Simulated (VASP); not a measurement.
A run of VASP 6.6.1:

File POSCAR:

```
In
1.0
   -1.6362350157      1.6362350157      2.4900825966
    1.6362350157     -1.6362350157      2.4900825966
    1.6362350157      1.6362350157     -2.4900825966
In
1
Direct
    0.0000000000      0.0000000000      0.0000000000
```

File INCAR.step1:

```
SYSTEM = In
ALGO = Normal
EDIFF = 1E-5
ENCUT = 520
GGA = PE
ISIF = 2
ISMEAR = -1
LASPH = .TRUE.
LCHARG = .FALSE.
LREAL = .FALSE.
LWAVE = .TRUE.
NBANDS = 12
NELM = 100
PREC = Accurate
SIGMA = 0.05
```

File INCAR.step2:

```
SYSTEM = In
AEXX = 0.25
ALGO = Normal
EDIFF = 1E-6
ENCUT = 520
GGA = PE
ISIF = 2
ISMEAR = -1
ISTART = 1
LASPH = .TRUE.
LCHARG = .FALSE.
LHFCALC = .TRUE.
LREAL = .FALSE.
LWAVE = .FALSE.
NBANDS = 12
NELM = 100
PREC = Accurate
PRECFOCK = Normal
SIGMA = 0.05
```

Contents of KPOINTS:

```
k-points
0
G
  6 6 6
  0 0 0
```

Potentials or basis: VASP PAW PBE potentials, release 64 (In_d).

The run is started by

```bash
$ cat potpaw_PBE.64/In_d/POTCAR > POTCAR
$ cp INCAR.step1 INCAR
$ mpirun -np 1 vasp_std > vasp.out
$ cp INCAR.step2 INCAR
$ mpirun -np 1 vasp_std > vasp.out
```

Hardware: 1 thread of Intel(R) Xeon(R) Platinum 8259CL CPU @ 2.50GHz (Skylake/Cascade Lake), on a shared host.

Problem. Estimate the wall time of this run.

Solution. Wall time 39 min on 1 thread of Intel(R) Xeon(R) Platinum 8259CL CPU @ 2.50GHz (Skylake/Cascade Lake), with other jobs on the host, peak memory 0.17 GiB. Counts: k points 30.
